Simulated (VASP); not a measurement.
A run of VASP 6.6.1 is set up as follows.

The input INCAR:

```
SYSTEM = Tl
ALGO = Normal ; EDIFF = 1E-6
ENCUT = 520 ; GGA = PE
ISIF = 2 ; ISMEAR = -1
LASPH = .TRUE. ; LCHARG = .TRUE.
LELF = .TRUE. ; LREAL = .FALSE.
LVHAR = .TRUE. ; LWAVE = .FALSE.
NBANDS = 20 ; NELM = 80
PREC = Accurate ; SIGMA = 0.05
```

KPOINTS

```
k-points
0
G
  10 10 10
  0 0 0
```

The input POSCAR:

```
Tl
1.0
    0.0000000000      2.6231382014      2.6231382014
    2.6231382014      0.0000000000      2.6231382014
    2.6231382014      2.6231382014      0.0000000000
Tl
2
Direct
   -0.1250000000     -0.1250000000     -0.1250000000
    0.1250000000      0.1250000000      0.1250000000
```

Potentials or basis: VASP PAW PBE potentials, release 64 (Tl_d).

Launch:

```console
$ cat potpaw_PBE.64/Tl_d/POTCAR > POTCAR
$ mpirun -np 1 vasp_std > vasp.out
```

Q: Estimate the band gap on the k mesh.

A: Zero (bands 13 and 14 overlap by 9.46 eV).

Q: Estimate the pressure.

A: 158.5 GPa.

Caveat: the cell stands under pressure; spin-orbit coupling is left out, which moves the levels of the heavy elements.
